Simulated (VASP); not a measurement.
# ZnS (F-43m) in VASP: notebook

Runs on ZnS. Level: r2SCAN. Tasks: relaxation of cell and atoms.

All numbers are computed with VASP 6.6.1; they aren't measurements. Logs are shortened: lines on timing, memory, paths and dates and some standing lists are left out, and cuts for length are marked.

### Step 1. The cell of the first run

Symmetry: F-43m, No. 216, cubic system. Conventional cell: a = 5.389 Å, b = 5.389 Å, c = 5.389 Å, α = 90.00°, β = 90.00°, γ = 90.00°. Within 3.1 Å of Zn (site symmetry -43m) lie 4 S at 2.33 Å. S (site symmetry -43m) has 4 Zn at 2.33 Å within 3.1 Å.

### Step 2. Relaxation of cell and atoms, r2SCAN, target pressure -2 GPa, at which the enthalpy is minimised

The input, POSCAR:

```
ZnS
1.0
    2.6945169102      2.6945169102      0.0000000000
   -2.6945169102      2.6945169102      0.0000000000
    0.0000000000      2.6945169102      2.6945169102
Zn S
1 1
Direct
    0.7500000000      0.2500000000      0.5000000000
    0.0000000000      0.0000000000      0.0000000000
```

The input, INCAR.step1:

```
SYSTEM = ZnS
  PREC = Accurate
  ENCUT = 600
  ISMEAR = 0
  SIGMA = 0.01
  LREAL = .False.
  LASPH = .True.
  NELM = 60
  GGA = PE
  ALGO = Normal
  EDIFF = 1E-4
  LWAVE = .True.
  LCHARG = .False.
```

The input, INCAR.step2:

```
SYSTEM = ZnS
  PREC = Accurate
  ENCUT = 600
  EDIFF = 1E-6
  ISMEAR = 0
  SIGMA = 0.01
  LREAL = .False.
  LASPH = .True.
  NELM = 60
  ALGO = Normal
  ISIF = 3
  LWAVE = .False.
  LCHARG = .False.
  METAGGA = R2SCAN
  LMIXTAU = .True.
  IBRION = 2
  NSW = 100
  EDIFFG = -0.002
  PSTRESS = -20.0
  ISTART = 1
```

The input, KPOINTS:

```
Automatic mesh
0
Gamma
  8 8 8
  0 0 0
```

Potentials or basis: VASP PAW PBE potentials, release 64 (Zn, S).

Launch:

```bash
cat potpaw_PBE.64/Zn/POTCAR potpaw_PBE.64/S/POTCAR > POTCAR
cp INCAR.step1 INCAR
mpirun -np 1 vasp_std > vasp.out
cp INCAR.step2 INCAR
mpirun -np 1 vasp_std > vasp.out
```

OUTCAR:

```text
SYSTEM = ZnS
   PREC = Accurate
   ENCUT = 600
   EDIFF = 1E-6
   ISMEAR = 0
   LREAL = .False.
   LASPH = .True.
   NELM = 60
   ISIF = 3
   METAGGA = R2SCAN
   IBRION = 2
   NSW = 100
   EDIFFG = -0.002
   PSTRESS = -20.0
   ISTART = 1

 ion  position               nearest neighbor table
   1  0.750  0.250  0.500-   2 2.33   2 2.33   2 2.33   2 2.33
   2  0.000  0.000  0.000-   1 2.33   1 2.33   1 2.33   1 2.33

  LATTYP: Found a face centered cubic cell.
 ALAT       =     5.3890338204

  Lattice vectors:

 A1 = (   0.0000000000,   2.6945169102,   2.6945169102)
 A2 = (   2.6945169102,   0.0000000000,   2.6945169102)
 A3 = (   2.6945169102,   2.6945169102,   0.0000000000)

Analysis of symmetry for initial positions (statically):
=====================================================================
 Subroutine PRICEL returns:
 Original cell was already a primitive cell.

 Routine SETGRP: Setting up the symmetry group for a
 face centered cubic supercell.

 Subroutine GETGRP returns: Found 24 space group operations
 (whereof 24 operations were pure point group operations)
 out of a pool of 48 trial point group operations.

The static configuration has the point symmetry T_d .

Analysis of symmetry for dynamics (positions and initial velocities):
=====================================================================
 Subroutine PRICEL returns:
 Original cell was already a primitive cell.

 Routine SETGRP: Setting up the symmetry group for a
 face centered cubic supercell.

 Subroutine GETGRP returns: Found 24 space group operations
 (whereof 24 operations were pure point group operations)
 out of a pool of 48 trial point group operations.

The dynamic configuration has the point symmetry T_d .

 Subroutine INISYM returns: Found 24 space group operations
 (whereof 24 operations are pure point group operations),
 and found     1 'primitive' translations

----------------------------------------------------------------------------------------

                                     Primitive cell

  volume of cell :      39.1267

  direct lattice vectors                    reciprocal lattice vectors
     2.694516910  2.694516910  0.000000000     0.185562020  0.185562020 -0.185562020
    -2.694516910  2.694516910  0.000000000    -0.185562020  0.185562020 -0.185562020
     0.000000000  2.694516910  2.694516910     0.000000000  0.000000000  0.371124039

  length of vectors
     3.810622358  3.810622358  3.810622358     0.321402846  0.321402846  0.371124039

  position of ions in fractional coordinates (direct lattice)
     0.750000000  0.250000000  0.500000000
[... 100 lines left out ...]
  Fermi-wavevector in a.u.,A,eV,Ry     =   1.263790  2.388216 21.730735  1.597164
  Thomas-Fermi vector in A             =   2.397128
   LORBIT       =      0    0 simple, 1 ext, 2 COOP (PROOUT), +10 PAW based schemes
   METAGGA = R2SCAN    functional components
   LHFCALC =     F    Hartree Fock is set to
   AEXX    =    0.0000 exact exchange contribution
   IVDW    =     0    specifies the selected vdW correction
   LEPSILON=     F    determine dielectric tensor
   LRPA    =     F    only Hartree local field effects (RPA)
 conjugate gradient relaxation of ions
 non-spin polarized calculation
 Gauss-broadening in eV      SIGMA  =   0.01
  energy-cutoff  :      600.00
  volume of cell :       39.13
 maximum number of plane-waves:      1323
   NGX = 15   NGY = 15   NGZ = 15

--------------------------------------- Ionic step        1  -------------------------------------------

 number of electron      18.0000017 magnetization

 Free energy of the ion-electron system (eV)
  ---------------------------------------------------
  ext. energy  EPLUGINS =         0.00000000
  ---------------------------------------------------
  free energy    TOTEN  =       -18.86764876 eV

  energy without entropy =      -18.86764876  energy(sigma->0) =      -18.86764876

------------------------ aborting loop because EDIFF is reached ----------------------------------------

  FORCE on cell =-STRESS in cart. coord.  units (eV):
  Direction    XX          YY          ZZ          XY          YZ          ZX
  --------------------------------------------------------------------------------------
  -------------------------------------------------------------------------------------
  Total        0.0002571      0.0002571      0.0002571     -0.0000000     -0.0000000     -0.0000000
  in kB        0.0105269      0.0105269      0.0105269     -0.0000000     -0.0000000     -0.0000000
  external PRESSURE =      20.0105269 kB  Pullay stress =     -20.0000000 kB
[... 101 lines left out ...]
--------------------------------------- Ionic step        4  -------------------------------------------

 number of electron      18.0000010 magnetization

 Free energy of the ion-electron system (eV)
  ---------------------------------------------------
  ext. energy  EPLUGINS =         0.00000000
  ---------------------------------------------------
  free energy    TOTEN  =       -18.86016358 eV

  energy without entropy =      -18.86016358  energy(sigma->0) =      -18.86016358

 E-fermi :   1.7344     XC(G=0): -10.1887

 val. band max:        1.6549023289   @ k =   0.0000   0.0000   0.0000
 cond. band min:       4.2422192688   @ k =   0.0000   0.0000   0.0000
 fundamental gap:      2.5873169399
 Fermi energy:         1.7343833480

 k-point     1 :       0.0000    0.0000    0.0000
  band No.  band energies     occupation
      1     -11.8855      2.00000
      2      -4.7712      2.00000
      3      -4.7711      2.00000
      4      -4.7710      2.00000
      5      -4.2501      2.00000
      6      -4.2501      2.00000
      7       1.6549      2.00000
      8       1.6549      2.00000
      9       1.6549      2.00000
     10       4.2422      0.00000
     11       8.5712      0.00000
     12       8.5713      0.00000
     13       8.5714      0.00000
[... 354 lines left out ...]
  band No.  band energies     occupation
      1     -10.8252      2.00000
      2      -4.6332      2.00000
      3      -4.5800      2.00000
      4      -4.3018      2.00000
      5      -4.2389      2.00000
      6      -3.9940      2.00000
      7      -3.1984      2.00000
      8      -0.6641      2.00000
      9       0.2077      2.00000
     10       6.9758      0.00000
     11       8.0279      0.00000
     12      10.0126      0.00000
     13      11.2058      0.00000

 [... further k-points ...]

------------------------ aborting loop because EDIFF is reached ----------------------------------------

  FORCE on cell =-STRESS in cart. coord.  units (eV):
  Direction    XX          YY          ZZ          XY          YZ          ZX
  --------------------------------------------------------------------------------------
  -------------------------------------------------------------------------------------
  Total       -0.4979631     -0.4979631     -0.4979631      0.0000000      0.0000000     -0.0000000
  in kB      -19.8438244    -19.8438244    -19.8438244      0.0000000      0.0000000     -0.0000000
  external PRESSURE =       0.1561756 kB  Pullay stress =     -20.0000000 kB
[... 21 lines left out ...]
  energy  without entropy=      -18.8601635827  energy(sigma->0) =      -18.86016358

  enthalpy is  TOTEN    =       -19.3620457202 eV   P V=       -0.5018821375

 reached required accuracy - stopping structural energy minimisation
```

OUTCAR.step1:

```text
SYSTEM = ZnS
   PREC = Accurate
   ENCUT = 600
   ISMEAR = 0
   LREAL = .False.
   LASPH = .True.
[... 605 lines left out ...]
      1.34726      4.04178      1.34726         0.000000     -0.000000      0.000000
      0.00000      0.00000      0.00000        -0.000000      0.000000      0.000000
 -----------------------------------------------------------------------------------
    total drift:                               -0.000000      0.000000     -0.000000

  FREE ENERGIE OF THE ION-ELECTRON SYSTEM (eV)
  ---------------------------------------------------
  free  energy   TOTEN  =        -6.8428020650 eV

  energy  without entropy=       -6.8428020650  energy(sigma->0) =       -6.84280207
```

OSZICAR.step1:

```text
N       E                     dE             d eps       ncg     rms          rms(c)
DAV:   1     0.861379214910E+02    0.86138E+02   -0.96504E+03   754   0.183E+03
DAV:   2    -0.115920488751E+01   -0.87297E+02   -0.83336E+02   827   0.305E+02
DAV:   3    -0.719640383646E+01   -0.60372E+01   -0.60020E+01   934   0.743E+01
DAV:   4    -0.726972004997E+01   -0.73316E-01   -0.73290E-01   839   0.873E+00
DAV:   5    -0.727069328597E+01   -0.97324E-03   -0.97320E-03   924   0.986E-01    0.697E+00
DAV:   6    -0.685944390346E+01    0.41125E+00   -0.96207E-01  1114   0.372E+01    0.542E+00
DAV:   7    -0.684301447416E+01    0.16429E-01   -0.34446E-01   789   0.580E+00    0.277E+00
DAV:   8    -0.684237604849E+01    0.63843E-03   -0.54972E-03   884   0.742E-01    0.814E-01
DAV:   9    -0.684264244710E+01   -0.26640E-03   -0.11585E-03   842   0.323E-01    0.116E-01
DAV:  10    -0.684278318708E+01   -0.14074E-03   -0.12848E-04   697   0.131E-01    0.611E-02
DAV:  11    -0.684280206501E+01   -0.18878E-04   -0.38662E-05   517   0.946E-02
   1 F= -.68428021E+01 E0= -.68428021E+01  d E =-.171530E-35
```

Wall time 6.6 min (1 thread of Intel Xeon 8259CL, shared host); peak memory 0.18 GiB.

Results:

```
Free energy                                                : -18.8602 eV
Relaxed volume                                             : 20.10 Å³/atom
Relaxed cell                                               : a = 3.845 Å, b = 3.845 Å, c = 3.845 Å, α = 60.00°, β = 60.00°, γ = 90.00°
Space group after relaxing (to 0.1 Å)                      : F-43m (No. 216)
Energy change on relaxing (the run minimises the enthalpy) : +3.7 meV/atom
Ionic steps                                                : 4
Pressure after relaxing                                    : -2.0 GPa
Band gap on the k mesh                                     : 2.59 eV
```

Step by step:
```csv
step,energy change (eV),largest force (eV/Å),pressure (GPa),volume (Å³)
1,0.0000,0.0000,0.00,39.13
2,0.0122,0.0000,-2.51,40.53
3,0.0067,0.0000,-1.91,40.15
4,0.0075,0.0000,-1.98,40.21
```

Final structure:
```xyz
2
Lattice="2.7191 2.7191 0.0000 -2.7191 2.7191 0.0000 0.0000 2.7191 2.7191" Properties=species:S:1:pos:R:3 pbc="T T T"
Zn    1.3595    4.0786    1.3595
S    -2.7191    5.4381    2.7191
```

Levels at points of the mesh, in eV from the valence-band top:
```tsv
k point	band 7	band 8	band 9	band 10	band 11	band 12
(0.00, 0.00, 0.00)	0.00	0.00	0.00	2.59	6.92	6.92
(0.50, 0.00, 0.00)	-5.27	-0.86	-0.86	3.78	7.41	7.41
(0.50, 0.50, 0.00)	-4.54	-2.21	-2.21	3.77	4.48	11.62
```

Caveat: the cell is relaxed towards a set pressure, so the run minimises the enthalpy, not the energy; the PAW data sets were made with another functional, which shifts forces and pressure a little.

### Step 3. Relaxation of cell and atoms, r2SCAN, target pressure 2 GPa, at which the enthalpy is minimised

POSCAR is that of step 2.

The input, INCAR.step1:

```
ALGO     = Normal         # electronic algorithm
EDIFF    = 1E-4           # SCF threshold, eV
ENCUT    = 600            # plane-wave cutoff, eV
GGA      = PE             # functional
ISMEAR   = 0              # smearing method
LASPH    = T              # aspherical terms in the spheres
LCHARG   = F              # write CHGCAR
LREAL    = F              # projectors in reciprocal space
LWAVE    = T              # write WAVECAR
NELM     = 80             # most SCF steps
PREC     = Accurate       # precision mode
SIGMA    = 0.01           # smearing width, eV
```

The input, INCAR.step2:

```
ALGO     = Normal         # electronic algorithm
EDIFF    = 1E-7           # SCF threshold, eV
EDIFFG   = -0.002         # ionic threshold
ENCUT    = 600            # plane-wave cutoff, eV
IBRION   = 2              # ionic algorithm
ISIF     = 3              # what is computed and relaxed
ISMEAR   = 0              # smearing method
ISTART   = 1            
LASPH    = T              # aspherical terms in the spheres
LCHARG   = F              # write CHGCAR
LMIXTAU  = T            
LREAL    = F              # projectors in reciprocal space
LWAVE    = F              # write WAVECAR
METAGGA  = R2SCAN         # meta-GGA
NELM     = 80             # most SCF steps
NSW      = 100            # ionic steps
PREC     = Accurate       # precision mode
PSTRESS  = 20.0         
SIGMA    = 0.01           # smearing width, eV
```

The input, KPOINTS:

```
k-points
0
Gamma
  8 8 8
```

Potentials or basis: VASP PAW PBE potentials, release 64 (Zn, S).

Launch:

```bash
cat potpaw_PBE.64/Zn/POTCAR potpaw_PBE.64/S/POTCAR > POTCAR
cp INCAR.step1 INCAR
mpirun -np 1 vasp_std > vasp.out
cp INCAR.step2 INCAR
mpirun -np 1 vasp_std > vasp.out
```

OUTCAR:

```text
EDIFF = 1E-7
   EDIFFG = -0.002
   ENCUT = 600
   IBRION = 2
   ISIF = 3
   ISMEAR = 0
   ISTART = 1
   LASPH = T
   LREAL = F
   METAGGA = R2SCAN
   NELM = 80
   NSW = 100
   PREC = Accurate
   PSTRESS = 20.0

 ion  position               nearest neighbor table
   1  0.750  0.250  0.500-   2 2.33   2 2.33   2 2.33   2 2.33
   2  0.000  0.000  0.000-   1 2.33   1 2.33   1 2.33   1 2.33

  LATTYP: Found a face centered cubic cell.
 ALAT       =     5.3890338204

  Lattice vectors:

 A1 = (   0.0000000000,   2.6945169102,   2.6945169102)
 A2 = (   2.6945169102,   0.0000000000,   2.6945169102)
 A3 = (   2.6945169102,   2.6945169102,   0.0000000000)

Analysis of symmetry for initial positions (statically):
=====================================================================
 Subroutine PRICEL returns:
 Original cell was already a primitive cell.

 Routine SETGRP: Setting up the symmetry group for a
 face centered cubic supercell.

 Subroutine GETGRP returns: Found 24 space group operations
 (whereof 24 operations were pure point group operations)
 out of a pool of 48 trial point group operations.

The static configuration has the point symmetry T_d .

Analysis of symmetry for dynamics (positions and initial velocities):
=====================================================================
 Subroutine PRICEL returns:
[... 271 lines left out ...]

 number of electron      18.0000006 magnetization

 Free energy of the ion-electron system (eV)
  ---------------------------------------------------
  ext. energy  EPLUGINS =         0.00000000
  ---------------------------------------------------
  free energy    TOTEN  =       -18.86242074 eV

  energy without entropy =      -18.86242074  energy(sigma->0) =      -18.86242074

 E-fermi :   2.2311     XC(G=0): -10.4496

 val. band max:        2.1423865815   @ k =   0.0000   0.0000   0.0000
 cond. band min:       4.9709221830   @ k =   0.0000   0.0000   0.0000
 fundamental gap:      2.8285356014
 Fermi energy:         2.2310538548

 k-point     1 :       0.0000    0.0000    0.0000
  band No.  band energies     occupation
      1     -11.7728      2.00000
      2      -4.4945      2.00000
      3      -4.4944      2.00000
      4      -4.4943      2.00000
      5      -3.9054      2.00000
      6      -3.9054      2.00000
      7       2.1424      2.00000
      8       2.1424      2.00000
      9       2.1424      2.00000
     10       4.9709      0.00000
     11       9.0177      0.00000
     12       9.0178      0.00000
     13       9.0179      0.00000
[... 354 lines left out ...]
  band No.  band energies     occupation
      1     -10.5992      2.00000
      2      -4.3483      2.00000
      3      -4.2829      2.00000
      4      -3.9757      2.00000
      5      -3.8942      2.00000
      6      -3.6243      2.00000
      7      -3.0140      2.00000
      8      -0.3475      2.00000
      9       0.5649      2.00000
     10       7.6186      0.00000
     11       8.4698      0.00000
     12      10.6127      0.00000
     13      11.8246      0.00000

 [... further k-points ...]

------------------------ aborting loop because EDIFF is reached ----------------------------------------

  FORCE on cell =-STRESS in cart. coord.  units (eV):
  Direction    XX          YY          ZZ          XY          YZ          ZX
  --------------------------------------------------------------------------------------
  -------------------------------------------------------------------------------------
  Total        0.4763175      0.4763175      0.4763175     -0.0000000     -0.0000000      0.0000000
  in kB       19.9820578     19.9820578     19.9820578     -0.0000000     -0.0000000      0.0000000
  external PRESSURE =      -0.0179422 kB  Pullay stress =      20.0000000 kB
[... 21 lines left out ...]
  energy  without entropy=      -18.8624207386  energy(sigma->0) =      -18.86242074

  enthalpy is  TOTEN    =       -18.3856755283 eV   P V=        0.4767452103

 reached required accuracy - stopping structural energy minimisation
```

OUTCAR.step1:

```text
EDIFF = 1E-4
   ENCUT = 600
   GGA = PE
   ISMEAR = 0
   LASPH = T
[... 604 lines left out ...]
 -----------------------------------------------------------------------------------
      1.34726      4.04178      1.34726         0.000000     -0.000000      0.000000
      0.00000      0.00000      0.00000        -0.000000      0.000000      0.000000
 -----------------------------------------------------------------------------------
    total drift:                               -0.000000      0.000000     -0.000000

  FREE ENERGIE OF THE ION-ELECTRON SYSTEM (eV)
  ---------------------------------------------------
  free  energy   TOTEN  =        -6.8428020650 eV

  energy  without entropy=       -6.8428020650  energy(sigma->0) =       -6.84280207
```

Run time: 7.7 min. Hardware: 1 thread of Intel Xeon 8259CL, shared host; peak memory 0.19 GiB.

Results:

| Item | Value |
| --- | --- |
| Free energy | -18.8624 eV |
| Relaxed volume | 19.10 Å³/atom |
| Relaxed cell | a = 3.780 Å, b = 3.780 Å, c = 3.780 Å, α = 60.00°, β = 60.00°, γ = 90.00° |
| Space group after relaxing (to 0.1 Å) | F-43m (No. 216) |
| Energy change on relaxing (the run minimises the enthalpy) | +2.6 meV/atom |
| Ionic steps | 4 |
| Pressure after relaxing | 2.0 GPa |
| Band gap on the k mesh | 2.83 eV |

The path:
| step | energy change (eV) | largest force (eV/Å) | pressure (GPa) | volume (Å³) |
| --- | --- | --- | --- | --- |
| 1 | 0.0000 | 0.0000 | 0.00 | 39.13 |
| 2 | 0.0118 | 0.0000 | 3.02 | 37.76 |
| 3 | 0.0058 | 0.0000 | 2.10 | 38.15 |
| 4 | 0.0052 | 0.0000 | 2.00 | 38.19 |

Final structure:
```
Zn S
1.0
     2.67288    2.67288    0.00000
    -2.67288    2.67288    0.00000
     0.00000    2.67288    2.67288
Zn S
1 1
Direct
  0.75000 0.25000 0.50000
  0.00000 0.00000 0.00000
```

Caveat: the cell is relaxed towards a set pressure, so the run minimises the enthalpy, not the energy; the PAW data sets were made with another functional, which shifts forces and pressure a little.

(Continued in part 2 of 2.)
